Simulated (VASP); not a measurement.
Write the native input for VASP 6.6.1 that does the following.

```
Task                   : single point
Functional             : PBEsol
Potentials or basis    : VASP PAW PBE potentials, release 64 (Te, Pt)
Cutoff                 : 520 eV
k mesh                 : 12 × 12 × 8
Occupations            : gaussian, width 0.1 eV
Spin                   : no spin polarisation
Dipole correction      : no
Further INCAR settings : ALGO = Normal; EDIFF = 1e-06; NBANDS = 24
```

The structure of TePt lies in POSCAR:

```
TePt
1.0
    4.3122821607      0.0000000000      0.0000000000
   -2.1561410804      3.7345458994      0.0000000000
    0.0000000000      0.0000000000      5.6338203479
Te Pt
2 2
Direct
    0.3333333333      0.6666666667      0.2500000000
    0.6666666667      0.3333333333      0.7500000000
    0.0000000000      0.0000000000      0.0000000000
    0.0000000000      0.0000000000      0.5000000000
```

One way to write it, as run:

INCAR

```
  PREC = Accurate
  ENCUT = 520
  EDIFF = 1E-6
  ISMEAR = 0
  SIGMA = 0.1
  LREAL = F
  LASPH = T
  NELM = 100
  ALGO = Normal
  ISIF = 2
  LWAVE = F
  LCHARG = T
  GGA = PS
  LELF = T
  LVHAR = T
  NBANDS = 24
```

KPOINTS

```
regular mesh
0
Gamma
  12 12 8
```

Potentials or basis: VASP PAW PBE potentials, release 64 (Te, Pt).

Run with:

```sh
$ cat potpaw_PBE.64/Te/POTCAR potpaw_PBE.64/Pt/POTCAR > POTCAR
$ mpirun -np 1 vasp_std > vasp.out
```

It gave:

```yaml
Pressure: -7.0 GPa
Band_gap_on_the_k_mesh: zero (bands 16 and 17 overlap by 1.35 eV)
```

Caveat: the cell stands under tension; the PAW data sets were made with another functional, which shifts forces and pressure a little; spin-orbit coupling is left out, which moves the levels of the heavy elements.

Wall time 100 s on 1 thread of Intel(R) Xeon(R) Platinum 8488C (Sapphire Rapids), with other jobs on the host, peak memory 0.33 GiB.
